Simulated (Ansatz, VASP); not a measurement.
## Os in VASP and in Ansatz

File INCAR:

```
PREC = Accurate ; ENCUT = 600
EDIFF = 1E-6 ; ISMEAR = -1
SIGMA = 0.05 ; LREAL = F
LASPH = T ; NELM = 120
ALGO = Normal ; ISIF = 2
LWAVE = F ; LCHARG = F
GGA = PS ; NBANDS = 10
GGA_COMPAT = F
```

The input KPOINTS:

```
regular mesh
0
Gamma
  14 14 14
```

The input POSCAR:

```
Os
1.0
    0.0000000000      1.9705950404      1.9705950404
    1.9705950404      0.0000000000      1.9705950404
    1.9705950404      1.9705950404      0.0000000000
Os
1
Direct
    0.0000000000      0.0000000000      0.0000000000
```

Input for Ansatz:

```yaml
crystal:
  lattice:
    - [0.0, 1.9705950404, 1.9705950404]
    - [1.9705950404, 0.0, 1.9705950404]
    - [1.9705950404, 1.9705950404, 0.0]
  atoms:
    - { symbol: Os, position: [0.0, 0.0, 0.0] }
kpoints:
  mp_grid: { grid: [14, 14, 14] }
  band_path:
    path:
      - [0.0, 0.0, 0.0]
      - [0.5, 0.0, 0.5]
      - [0.625, 0.25, 0.625]
      - [0.375, 0.375, 0.75]
      - [0.0, 0.0, 0.0]
      - [0.5, 0.5, 0.5]
      - [0.5, 0.25, 0.75]
      - [0.5, 0.0, 0.5]
    npoints: 5
scf:
  occupations: { method: fermi_dirac, width: 0.05 }
hamiltonian:
  xc: pbesol
  pseudopotentials: { kind: all_electron, lapw: { basis_error: 0.0005 } }
output:
  forces: true
  stress: true
  eigenvalues: true
```

Change from the starting cell: volume scaled by 1.04.

Alike in both runs: task single point; functional PBEsol; k mesh 14 × 14 × 14; occupations fermi-dirac, width 0.05 eV; no spin polarisation.

|  | VASP | Ansatz |
| --- | --- | --- |
| version | VASP 6.6.1 | Ansatz 0.2.0 |
| potentials or method | VASP PAW PBE potentials, release 64 (Os), cutoff 600 eV | all-electron LAPW, scalar-relativistic |

VASP gave:

- pressure (GPa): -31.6

**Question.** Estimate Ansatz's values.

**Answer.** Pressure (GPa): -31.4.

VASP's potentials were made for PBE, not for PBEsol. Both programs put the cell under strong tension, so it lies far from rest at this level. Ansatz ran all-electron here, and VASP with PAW potentials.

Spin-orbit coupling is off throughout. Noted on VASP's run: the cell as given lies far from equilibrium.
